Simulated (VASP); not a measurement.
# SiC: single point with r2SCAN

Crystal: SiC.

```
Si C
1.0
     3.07530    0.00000    0.00000
    -1.53765    2.66329    0.00000
     0.00000    0.00000    4.74544
Si C
2 2
Direct
  0.33333 0.66667 0.49514
  0.66667 0.33333 0.99514
  0.33333 0.66667 0.87986
  0.66667 0.33333 0.37986
```

This cell differs from its parent crystal: strain along c alone, the other axes held: -6.0 %, then relaxed in part.

```json
{"Program": "VASP 6.6.1", "Task": "single point", "Functional": "r2SCAN", "Potentials or basis": "VASP PAW PBE potentials, release 64 (Si, C)", "Cutoff": "520 eV", "k mesh": "12 × 12 × 6", "Occupations": "gaussian, width 0.02 eV", "Spin": "no spin polarisation", "Dipole correction": "no", "Further INCAR settings": "ALGO = Normal; EDIFF = 1e-06; NBANDS = 16"}
```

```
Pressure               : 15.4 GPa
Largest force          : 0.005 eV/Å
Band gap on the k mesh : 2.43 eV (least direct gap 4.08 eV)
```

Forces on the atoms (eV/Å):
```
Si   0.000  0.000  0.005
Si   0.000  0.000  0.005
C    0.000  0.000 -0.005
C    0.000  0.000 -0.005
```

Stress tensor (GPa, compression positive):
```
 4.16  0.00  0.00
 0.00  4.16  0.00
 0.00  0.00 37.92
```

Levels at points of the mesh, in eV from the valence-band top:
```tsv
k point	band 6	band 7	band 8	band 9	band 10	band 11
(0.00, 0.00, 0.00)	-0.55	-0.55	0.00	4.49	6.65	6.65
(0.50, 0.00, 0.00)	-4.40	-3.82	-1.65	2.43	4.90	7.44
(0.00, 0.00, 0.50)	-1.50	-1.50	-1.50	5.92	5.92	7.35
(0.50, 0.00, 0.50)	-3.29	-2.47	-2.47	3.62	3.62	6.00
```

Wall time 2 min on 1 thread of Intel(R) Xeon(R) Platinum 8259CL CPU @ 2.50GHz (Skylake/Cascade Lake), with other jobs on the host, peak memory 0.18 GiB.

Caveat: the cell differs from its parent crystal (strain along c alone, the other axes held: -6.0 %, then relaxed in part); the stress differs along the axes, from 4 to 38 GPa; the PAW data sets were made with another functional, which shifts forces and pressure a little. A k mesh can miss the band edges.
